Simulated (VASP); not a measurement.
# Ga2GeO3 (P-4m2) in VASP: further runs

The runs below take Ga2GeO3 through single point, with PBE.

Program: VASP 6.6.1. These are calculated values, not measurements. Logs are shortened: lines on timing, memory, paths and dates and some standing lists are left out, and cuts for length are marked.

## Step 1: The cell of the first run

It takes space group P-4m2 (No. 115, tetragonal). The conventional cell has a = 3.075 Å, b = 3.075 Å, c = 7.704 Å, α = 90.00°, β = 90.00°, γ = 90.00°. Ga (site symmetry 2mm) has 5 O at 2.04 to 2.21 Å within 2.7 Å. Ge (site symmetry -4m2) has 4 O at 2.17 Å within 2.9 Å. Within 2.9 Å of O (site symmetry -4m2) lie 4 Ge at 2.17 Å. Within 2.7 Å of O (site symmetry 2mm) lie 5 Ga at 2.04 to 2.21 Å.

## Step 2: Single point, PBE

Input file INCAR:

```
SYSTEM = Ga2GeO3
  ALGO = Normal
  EDIFF = 1E-7
  ENCUT = 520
  GGA = PE
  ISIF = 2
  ISMEAR = 0
  LASPH = .True.
  LCHARG = .True.
  LELF = .True.
  LREAL = .False.
  LVHAR = .True.
  LWAVE = .False.
  NBANDS = 38
  NELM = 100
  PREC = Accurate
  SIGMA = 0.1
```

Input file KPOINTS:

```
k-points
0
Gamma
  6 6 4
  0 0 0
```

Input file POSCAR:

```
Ga2GeO3
1.0
    3.0746117794      0.0000000000      0.0000000000
    0.0000000000      3.0746117794      0.0000000000
    0.0000000000      0.0000000000      7.7036636844
Ga Ge O
2 1 3
Direct
    0.0000000000      0.5000000000      0.6574593840
    0.5000000000      0.0000000000      0.3425406160
    0.0000000000      0.0000000000      0.0000000000
    0.5000000000      0.5000000000      0.0000000000
    0.0000000000      0.5000000000      0.3929735658
    0.5000000000      0.0000000000      0.6070264342
```

Potentials or basis: VASP PAW PBE potentials, release 64 (Ga_d, Ge_d, O).

Launch:

```sh
cat potpaw_PBE.64/Ga_d/POTCAR potpaw_PBE.64/Ge_d/POTCAR potpaw_PBE.64/O/POTCAR > POTCAR
mpirun -np 1 vasp_std > vasp.out
```

OUTCAR:

```text
SYSTEM = Ga2GeO3
   EDIFF = 1E-7
   ENCUT = 520
   GGA = PE
   ISIF = 2
   ISMEAR = 0
   LASPH = .True.
   LREAL = .False.
   NELM = 100
   PREC = Accurate

 ion  position               nearest neighbor table
   1  0.000  0.500  0.657-   5 2.04   6 2.21   6 2.21   6 2.21   6 2.21
   2  0.500  0.000  0.343-   6 2.04   5 2.21   5 2.21   5 2.21   5 2.21
   3  0.000  0.000  0.000-   4 2.17   4 2.17   4 2.17   4 2.17
   4  0.500  0.500  0.000-   3 2.17   3 2.17   3 2.17   3 2.17
   5  0.000  0.500  0.393-   1 2.04   2 2.21   2 2.21   2 2.21   2 2.21
   6  0.500  0.000  0.607-   2 2.04   1 2.21   1 2.21   1 2.21   1 2.21

  LATTYP: Found a simple tetragonal cell.
 ALAT       =     3.0746117794
 C/A-ratio  =     2.5055728128

  Lattice vectors:

 A1 = (   3.0746117794,   0.0000000000,   0.0000000000)
 A2 = (   0.0000000000,   3.0746117794,   0.0000000000)
 A3 = (   0.0000000000,   0.0000000000,   7.7036636844)

Analysis of symmetry for initial positions (statically):
=====================================================================
 Subroutine PRICEL returns:
 Original cell was already a primitive cell.

 Routine SETGRP: Setting up the symmetry group for a
 simple tetragonal supercell.

 Subroutine GETGRP returns: Found  8 space group operations
 (whereof  8 operations were pure point group operations)
 out of a pool of 16 trial point group operations.

The static configuration has the point symmetry D_2d.

Analysis of symmetry for dynamics (positions and initial velocities):
=====================================================================
 Subroutine PRICEL returns:
 Original cell was already a primitive cell.

 Routine SETGRP: Setting up the symmetry group for a
 simple tetragonal supercell.

 Subroutine GETGRP returns: Found  8 space group operations
 (whereof  8 operations were pure point group operations)
 out of a pool of 16 trial point group operations.

The dynamic configuration has the point symmetry D_2d.

 Subroutine INISYM returns: Found  8 space group operations
 (whereof  8 operations are pure point group operations),
 and found     1 'primitive' translations

----------------------------------------------------------------------------------------

                                     Primitive cell

  volume of cell :      72.8246

  direct lattice vectors                    reciprocal lattice vectors
     3.074611779  0.000000000  0.000000000     0.325244314  0.000000000  0.000000000
     0.000000000  3.074611779  0.000000000     0.000000000  0.325244314  0.000000000
     0.000000000  0.000000000  7.703663684     0.000000000  0.000000000  0.129808367

  length of vectors
     3.074611779  3.074611779  7.703663684     0.325244314  0.325244314  0.129808367

  position of ions in fractional coordinates (direct lattice)
     0.000000000  0.500000000  0.657459384
     0.500000000  0.000000000  0.342540616
     0.000000000  0.000000000  0.000000000
     0.500000000  0.500000000  0.000000000
     0.000000000  0.500000000  0.392973566
     0.500000000  0.000000000  0.607026434

  ion indices of the primitive-cell ions
   primitive index   ion index
                 1           1
                 2           2
                 3           3
                 4           4
                 5           5
                 6           6

----------------------------------------------------------------------------------------

 KPOINTS: k-points

Automatic generation of k-mesh.
 Grid dimensions read from file:
 generate k-points for:    6    6    4

 Generating k-lattice:

  Cartesian coordinates                     Fractional coordinates (reciprocal lattice)
     0.054207386  0.000000000  0.000000000     0.166666667  0.000000000  0.000000000
     0.000000000  0.054207386  0.000000000     0.000000000  0.166666667  0.000000000
     0.000000000  0.000000000  0.032452092     0.000000000  0.000000000  0.250000000

  Length of vectors
     0.054207386  0.054207386  0.032452092

  Shift w.r.t. Gamma in fractional coordinates (k-lattice)
     0.000000000  0.000000000  0.000000000

 Subroutine IBZKPT returns following result:
 ===========================================

 Found     30 irreducible k-points:

 Following reciprocal coordinates:
            Coordinates               Weight
  0.000000  0.000000  0.000000      1.000000
  0.166667  0.000000  0.000000      4.000000
  0.333333  0.000000  0.000000      4.000000
  0.500000  0.000000  0.000000      2.000000
  0.166667  0.166667  0.000000      4.000000
  0.333333  0.166667  0.000000      8.000000
[... 16 lines left out ...]
  0.333333  0.000000  0.500000      4.000000
  0.500000  0.000000  0.500000      2.000000
 [... further k-points ...]
   k-points           NKPTS =     30   k-points in BZ     NKDIM =     30   number of bands    NBANDS=     38
   number of dos      NEDOS =    301   number of ions     NIONS =      6
   total plane-waves  NPLWV =  34560
   dimension x,y,z NGX =    24 NGY =   24 NGZ =   60
   dimension x,y,z NGXF=    48 NGYF=   48 NGZF=  120
   ions per type =               2   1   3
   NGX,Y,Z   is equivalent  to a cutoff of  12.98, 12.98, 12.95 a.u.
   NGXF,Y,Z  is equivalent  to a cutoff of  25.95, 25.95, 25.90 a.u.
 SYSTEM =  Ga2GeO3
   PREC   = accura    normal or accurate (medium, high low for compatibility)
   ISTART =      0    job   : 0-new  1-cont  2-samecut
   ICHARG =      2    charge: 1-file 2-atom 10-const
   ISPIN  =      1    spin polarized calculation?
   LNONCOLLINEAR =      F non collinear calculations
   LSORBIT =      F    spin-orbit coupling
   LASPH  =      T    aspherical Exc in radial PAW
   ENCUT  =  520.0 eV  38.22 Ry    6.18 a.u.   5.72  5.72 14.32*2*pi/ulx,y,z
   NELM   =    100;   NELMIN=  2; NELMDL= -5     # of ELM steps
   EDIFF  = 0.1E-06   stopping-criterion for ELM
   LREAL  =      F    real-space projection
   EDIFFG = 0.1E-05   stopping-criterion for IOM
   NSW    =      0    number of steps for IOM
   IBRION =     -1    ionic relax: 0-MD 1-quasi-New 2-CG
   NFREE  =      0    steps in history (QN), initial steepest desc. (CG)
   ISIF   =      2    stress and relaxation
   ISYM   =      2    0-nonsym 1-usesym 2-fastsym
   POTIM  = 0.5000    time-step for ionic-motion
   TEBEG  =    0.0;   TEEND  =   0.0 temperature during run
   PSTRESS=    0.0 pullay stress
   NELECT =      58.0000    total number of electrons
   NUPDOWN=      -1.0000    fix difference up-down
   EMIN   =  10.00;   EMAX   =-10.00  energy-range for DOS
   EFERMI =   0.00;   METHOD = LEGACY
   ISMEAR =     0;   SIGMA  =   0.10  broadening in eV -4-tet -1-fermi 0-gaus
   EFERMI_NEDOS =   21; number of points for ismear=-14 and -15
   IALGO  =     38    algorithm
   IMIX   =      4    mixing-type and parameters
     AMIX     =   0.40;   BMIX     =  1.00
     AMIX_MAG =   1.60;   BMIX_MAG =  1.00
  volume/ion in A,a.u.               =      12.14        81.91
  Fermi-wavevector in a.u.,A,eV,Ry     =   1.517487  2.867634 31.331028  2.302766
  Thomas-Fermi vector in A             =   2.626735
   LORBIT       =      0    0 simple, 1 ext, 2 COOP (PROOUT), +10 PAW based schemes
   GGA     = PE    functional components
   LHFCALC =     F    Hartree Fock is set to
   AEXX    =    0.0000 exact exchange contribution
   IVDW    =     0    specifies the selected vdW correction
   LEPSILON=     F    determine dielectric tensor
   LRPA    =     F    only Hartree local field effects (RPA)
 non-spin polarized calculation
 Gauss-broadening in eV      SIGMA  =   0.10
  energy-cutoff  :      520.00
  volume of cell :       72.82
 maximum number of plane-waves:      1980
 NGX is ok and might be reduce to    24
   NGX = 11   NGY = 11   NGZ = 29

 number of electron      58.0000023 magnetization

 Free energy of the ion-electron system (eV)
  ---------------------------------------------------
  ext. energy  EPLUGINS =         0.00000000
  ---------------------------------------------------
  free energy    TOTEN  =       -30.19946000 eV

  energy without entropy =      -30.19172615  energy(sigma->0) =      -30.19559307

 E-fermi :   5.9788     XC(G=0): -11.5988

 val. band max:        5.9671485984   @ k =   0.5000   0.3333   0.0000
 cond. band min:       5.9824558493   @ k =   0.5000   0.3333   0.2500
 fundamental gap:      0.0153072510
 Fermi energy:         5.9788330220

 k-point     1 :       0.0000    0.0000    0.0000
  band No.  band energies     occupation
      1     -18.6583      2.00000
      2     -18.6018      2.00000
      3     -18.5771      2.00000
      4     -18.5326      2.00000
      5     -18.5326      2.00000
      6     -14.3665      2.00000
[... 30 lines left out ...]
     37      15.0718      0.00000
     38      15.8362      0.00000

 k-point     2 :       0.1667    0.0000    0.0000
  band No.  band energies     occupation
      1     -18.6471      2.00000
      2     -18.5875      2.00000
      3     -18.5843      2.00000
      4     -18.5392      2.00000
      5     -18.5321      2.00000
      6     -14.1676      2.00000
[... 30 lines left out ...]
     37      15.5105      0.00000
     38      15.5270      0.00000

 k-point     3 :       0.3333    0.0000    0.0000
  band No.  band energies     occupation
      1     -18.6300      2.00000
      2     -18.6081      2.00000
      3     -18.5523      2.00000
      4     -18.5446      2.00000
      5     -18.5309      2.00000
      6     -13.6601      2.00000
[... 30 lines left out ...]
     37      14.7095      0.00000
     38      14.8636      0.00000

 k-point     4 :       0.5000    0.0000    0.0000
  band No.  band energies     occupation
      1     -18.6229      2.00000
      2     -18.6183      2.00000
      3     -18.5588      2.00000
      4     -18.5304      2.00000
      5     -18.5237      2.00000
      6     -13.1222      2.00000
[... 30 lines left out ...]
     37      14.7865      0.00000
     38      14.9135      0.00000
[... 703 lines left out ...]
      4     -18.5392      2.00000
      5     -18.5321      2.00000
      6     -14.1546      2.00000
[... 30 lines left out ...]
     37      15.2534      0.00000
     38      16.3013      0.00000

 k-point    23 :       0.3333    0.0000    0.5000
  band No.  band energies     occupation
      1     -18.6300      2.00000
      2     -18.6081      2.00000
      3     -18.5523      2.00000
      4     -18.5446      2.00000
      5     -18.5309      2.00000
      6     -13.6515      2.00000
[... 30 lines left out ...]
     37      15.1173      0.00000
     38      15.2083      0.00000

 k-point    24 :       0.5000    0.0000    0.5000
  band No.  band energies     occupation
      1     -18.6229      2.00000
      2     -18.6183      2.00000
      3     -18.5588      2.00000
      4     -18.5304      2.00000
      5     -18.5237      2.00000
      6     -13.1172      2.00000
[... 30 lines left out ...]
     37      14.8035      0.00000
     38      15.0030      0.00000

 [... further k-points ...]
[... 5 lines left out ...]
  --------------------------------------------------------------------------------------
  -------------------------------------------------------------------------------------
  Total        0.1695992      0.1695992      0.2136816      0.0000000     -0.0000000     -0.0000000
  in kB        3.7312674      3.7312674      4.7011034      0.0000000     -0.0000000     -0.0000000
  external PRESSURE =       4.0545460 kB  Pullay stress =       0.0000000 kB

 VOLUME and BASIS-vectors are now :
 -----------------------------------------------------------------------------
  energy-cutoff  :      520.00
  volume of cell :       72.82
      direct lattice vectors                 reciprocal lattice vectors
     3.074611779  0.000000000  0.000000000     0.325244314  0.000000000  0.000000000
     0.000000000  3.074611779  0.000000000     0.000000000  0.325244314  0.000000000
     0.000000000  0.000000000  7.703663684     0.000000000  0.000000000  0.129808367

 POSITION                                       TOTAL-FORCE (eV/Angst)
 -----------------------------------------------------------------------------------
      0.00000      1.53731      5.06485         0.000000      0.000000      0.072289
      1.53731      0.00000      2.63882        -0.000000      0.000000     -0.072289
      0.00000      0.00000      0.00000         0.000000      0.000000      0.000000
      1.53731      1.53731      0.00000         0.000000     -0.000000      0.000000
      0.00000      1.53731      3.02734         0.000000      0.000000     -0.037753
      1.53731      0.00000      4.67633         0.000000     -0.000000      0.037753
 -----------------------------------------------------------------------------------
    total drift:                                0.000000     -0.000000      0.000000

  FREE ENERGIE OF THE ION-ELECTRON SYSTEM (eV)
  ---------------------------------------------------
  free  energy   TOTEN  =       -30.1994599960 eV

  energy  without entropy=      -30.1917261451  energy(sigma->0) =      -30.19559307
```

It took 33 s on 1 thread of Intel Xeon 6975P-C (Granite Rapids), shared host; peak memory 0.22 GiB.

Results:

```yaml
Free_energy: -30.1995 eV
Pressure: 0.4 GPa
Largest_force: 0.072 eV/Å
Band_gap_on_the_k_mesh: zero (band 29 reaches 6.37 eV, above the bottom of band 30 at 5.43 eV)
```

Forces on the atoms (eV/Å):
```
Ga   0.000  0.000  0.072
Ga   0.000  0.000 -0.072
Ge   0.000  0.000  0.000
O    0.000  0.000  0.000
O    0.000  0.000 -0.038
O    0.000  0.000  0.038
```

Stress tensor (GPa, compression positive):
```
0.37 0.00 0.00
0.00 0.37 0.00
0.00 0.00 0.47
```

Levels at points of the mesh, in eV from the Fermi level:
| k point | band 26 | band 27 | band 28 | band 29 | band 30 | band 31 | band 32 | band 33 |
| --- | --- | --- | --- | --- | --- | --- | --- | --- |
| (0.00, 0.00, 0.00) | -4.01 | -3.24 | -3.24 | -2.22 | 0.34 | 2.83 | 6.34 | 8.04 |
| (0.50, 0.00, 0.00) | -3.14 | -3.09 | -1.29 | 0.39 | 0.75 | 2.86 | 3.45 | 4.00 |
| (0.50, 0.50, 0.00) | -4.89 | -4.89 | -2.71 | -0.36 | -0.36 | 1.70 | 6.13 | 6.13 |
| (0.00, 0.00, 0.50) | -4.16 | -3.22 | -3.22 | -1.65 | 0.58 | 3.05 | 5.36 | 7.59 |
| (0.50, 0.00, 0.50) | -3.11 | -2.77 | -0.70 | 0.14 | 0.59 | 2.99 | 3.20 | 3.80 |
| (0.50, 0.50, 0.50) | -4.80 | -4.48 | -2.80 | -0.55 | -0.55 | 1.59 | 6.08 | 6.13 |

## Step 3: Single point, PBE

This run uses another cell than the first one, of 13.74 Å³/atom, 1.132 times its volume.

Input file INCAR:

```
SYSTEM = Ga2GeO3
ALGO     = Normal         ! electronic algorithm
EDIFF    = 1E-7           ! SCF threshold, eV
ENCUT    = 520            ! plane-wave cutoff, eV
GGA      = PE             ! functional
ISIF     = 2              ! what is computed and relaxed
ISMEAR   = 0              ! smearing method
LASPH    = .TRUE.         ! aspherical terms in the spheres
LCHARG   = .FALSE.        ! write CHGCAR
LREAL    = .FALSE.        ! projectors in reciprocal space
LWAVE    = .FALSE.        ! write WAVECAR
NBANDS   = 38             ! bands
NELM     = 100            ! most SCF steps
PREC     = Accurate       ! precision mode
SIGMA    = 0.1            ! smearing width, eV
```

Input file KPOINTS:

```
k-points
0
G
  6 6 4
  0 0 0
```

Input file POSCAR:

```
Ga2GeO3
1.0
    3.3427805000      0.0000000000      0.0000000000
    0.0000000000      3.3427805000      0.0000000000
    0.0000000000      0.0000000000      7.3780570600
Ga Ge O
2 1 3
Direct
    0.0000000000      0.5000000000      0.7365000200
    0.5000000000      0.0000000000      0.2634999800
    0.0000000000      0.0000000000      0.0000000000
    0.5000000000      0.5000000000      0.0000000000
    0.0000000000      0.5000000000      0.3835000100
    0.5000000000      0.0000000000      0.6164999900
```

Potentials or basis: VASP PAW PBE potentials, release 64 (Ga_d, Ge_d, O).

Launch:

```sh
cat potpaw_PBE.64/Ga_d/POTCAR potpaw_PBE.64/Ge_d/POTCAR potpaw_PBE.64/O/POTCAR > POTCAR
mpirun -np 1 vasp_std > vasp.out
```

Run time: 53 s. Hardware: 1 thread of Intel Xeon 6975P-C (Granite Rapids), shared host; peak memory 0.24 GiB.

Results (log left out):

- Free energy: -26.2750 eV
- Pressure: -10.9 GPa
- Largest force: 4.318 eV/Å
- Band gap on the k mesh: zero (band 29 reaches 3.94 eV, above the bottom of band 30 at 3.07 eV)

Forces in eV/Å, atoms in the order of the input:
```
Ga   0.000  0.000 -4.318
Ga   0.000  0.000  4.318
Ge   0.000  0.000  0.000
O    0.000  0.000  0.000
O    0.000  0.000 -1.292
O    0.000  0.000  1.292
```

Stress tensor (GPa, compression positive):
```
-15.08   0.00   0.00
  0.00 -15.08   0.00
  0.00   0.00  -2.56
```

Levels at points of the mesh, in eV from the Fermi level:
```csv
k point,band 27,band 28,band 29,band 30,band 31,band 32
"(0.00, 0.00, 0.00)",-1.42,-0.77,-0.77,0.36,3.05,5.24
"(0.50, 0.00, 0.00)",-0.81,-0.78,-0.28,-0.17,3.17,3.18
"(0.50, 0.50, 0.00)",-2.30,-1.37,-0.14,-0.14,0.82,4.85
"(0.00, 0.00, 0.50)",-1.11,-0.72,-0.72,1.37,2.78,5.22
"(0.50, 0.00, 0.50)",-0.77,-0.66,-0.64,0.10,2.95,3.14
"(0.50, 0.50, 0.50)",-1.87,-1.63,-0.71,-0.71,0.29,4.52
```

Caveat: forces of over 1 eV/Å act on the atoms, so gaps and moduli don't describe the material at rest.
